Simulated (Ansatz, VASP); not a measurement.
**One calculation of RhC2, two programs**

File INCAR:

```
ALGO     = Normal         # electronic algorithm
EDIFF    = 1E-6           # SCF threshold, eV
ENCUT    = 520            # plane-wave cutoff, eV
GGA      = PS             # functional
ISIF     = 2              # what is computed and relaxed
ISMEAR   = 1              # smearing method
LASPH    = T              # aspherical terms in the spheres
LCHARG   = F              # write CHGCAR
LREAL    = F              # projectors in reciprocal space
LWAVE    = F              # write WAVECAR
NBANDS   = 18             # bands
NELM     = 80             # most SCF steps
PREC     = Accurate       # precision mode
SIGMA    = 0.001          # smearing width, eV
```

KPOINTS

```
k-points
0
Gamma
  12 12 12
```

File POSCAR:

```
RhC2
1.0
    0.0000000000      2.4412493123      2.4412493123
    2.4412493123      0.0000000000      2.4412493123
    2.4412493123      2.4412493123      0.0000000000
Rh C
1 2
Direct
    0.0000000000      0.0000000000      0.0000000000
    0.2500000000      0.2500000000      0.2500000000
    0.7500000000      0.7500000000      0.7500000000
```

Input for Ansatz:

```yaml
crystal:
  lattice:
    - [0.0, 2.4412493123, 2.4412493123]
    - [2.4412493123, 0.0, 2.4412493123]
    - [2.4412493123, 2.4412493123, 0.0]
  atoms:
    - { symbol: Rh, position: [0.0, 0.0, 0.0] }
    - { symbol: C, position: [0.25, 0.25, 0.25] }
    - { symbol: C, position: [0.75, 0.75, 0.75] }
basis:
  ecutwfc: 420
  ecutrho_ratio: 4
kpoints:
  mp_grid: { grid: [12, 12, 12] }
hamiltonian:
  xc: pbesol
scf:
  occupations: { method: cold, width: 0.001 }
output:
  forces: true
  stress: true
```

Alike in both runs: task single point; functional PBEsol; k mesh 12 × 12 × 12; no spin polarisation.

```csv
,VASP,Ansatz
version,VASP 6.6.1,Ansatz 0.2.0
potentials or method,"VASP PAW PBE potentials, release 64 (Rh_pv, C), cutoff 520 eV","scalar-relativistic, plane waves, PAW"
occupations,"methfessel-paxton of order 1, width 0.001 eV","cold, width 0.001 eV"
valence electrons in the cell,23,25
```

```csv
,VASP,Ansatz,Ansatz less VASP
pressure (GPa),-0.3,-0.3,+0.06
```

VASP's potentials were made for PBE, not for PBEsol. VASP's potentials hold 23 valence electrons a cell and Ansatz's 25, so a difference there can come from the potentials and not from the codes.
